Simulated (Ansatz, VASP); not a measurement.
# K2S: VASP beside Ansatz

File POSCAR:

```
K2S
1.0
    0.0000000000      3.7027186839      3.7027186839
    3.7027186839      0.0000000000      3.7027186839
    3.7027186839      3.7027186839      0.0000000000
K S
2 1
Direct
    0.2500000000      0.2500000000      0.2500000000
    0.7500000000      0.7500000000      0.7500000000
    0.0000000000      0.0000000000      0.0000000000
```

INCAR.step1

```
SYSTEM = K2S
ALGO     = Normal         ! electronic algorithm
EDIFF    = 1E-5           ! SCF threshold, eV
ENCUT    = 550            ! plane-wave cutoff, eV
GGA      = PE             ! functional
GGA_COMPAT= .FALSE.      
ISMEAR   = 0              ! smearing method
LASPH    = .TRUE.         ! aspherical terms in the spheres
LCHARG   = .FALSE.        ! write CHGCAR
LREAL    = .FALSE.        ! projectors in reciprocal space
LWAVE    = .TRUE.         ! write WAVECAR
NBANDS   = 19             ! bands
NELM     = 120            ! most SCF steps
PREC     = Accurate       ! precision mode
SIGMA    = 0.01           ! smearing width, eV
```

INCAR.step2

```
SYSTEM = K2S
ALGO     = Normal         ! electronic algorithm
EDIFF    = 1E-6           ! SCF threshold, eV
ENCUT    = 550            ! plane-wave cutoff, eV
GGA_COMPAT= .FALSE.      
ISIF     = 2              ! what is computed and relaxed
ISMEAR   = 0              ! smearing method
ISTART   = 1            
LASPH    = .TRUE.         ! aspherical terms in the spheres
LCHARG   = .TRUE.         ! write CHGCAR
LELF     = .TRUE.         ! ELF
LMIXTAU  = .TRUE.       
LREAL    = .FALSE.        ! projectors in reciprocal space
LVHAR    = .TRUE.       
LWAVE    = .FALSE.        ! write WAVECAR
METAGGA  = R2SCAN         ! meta-GGA
NBANDS   = 19             ! bands
NELM     = 120            ! most SCF steps
PREC     = Accurate       ! precision mode
SIGMA    = 0.01           ! smearing width, eV
```

KPOINTS

```
k-points
0
G
  6 6 6
  0 0 0
```

Input for Ansatz:

```yaml
crystal:
  lattice:
    - [0.0, 3.7027186839, 3.7027186839]
    - [3.7027186839, 0.0, 3.7027186839]
    - [3.7027186839, 3.7027186839, 0.0]
  atoms:
    - { symbol: K, position: [0.25, 0.25, 0.25] }
    - { symbol: K, position: [0.75, 0.75, 0.75] }
    - { symbol: S, position: [0.0, 0.0, 0.0] }
kpoints:
  mp_grid: { grid: [6, 6, 6] }
  band_path:
    path:
      - [0.0, 0.0, 0.0]
      - [0.5, 0.0, 0.5]
      - [0.625, 0.25, 0.625]
      - [0.375, 0.375, 0.75]
      - [0.5, 0.5, 0.5]
      - [0.5, 0.25, 0.75]
      - [0.0, 0.5, 0.5]
    npoints: 1
hamiltonian:
  xc: r2scan
scf:
  occupations: { method: fixed }
  n_extra_bands: 4
output:
  forces: true
  stress: true
  eigenvalues: true
```

Alike in both runs: task single point; functional r2SCAN; k mesh 6 × 6 × 6; no spin polarisation.

```csv
,VASP,Ansatz
version,VASP 6.6.1,Ansatz 0.2.0
potentials or method,"VASP PAW PBE potentials, release 64 (K_sv, S)","plane waves, PAW"
plane-wave cutoff (eV),550,500
occupations,"gaussian, width 0.01 eV",fixed
valence electrons in the cell,24,24
```

```csv
,VASP,Ansatz,Ansatz less VASP
gap on the k mesh at the Fermi level (eV),2.76,2.75,-0.006
pressure (GPa),0.0,0.0,-0.01
```

VASP's potentials were made for PBE, not for r2SCAN.
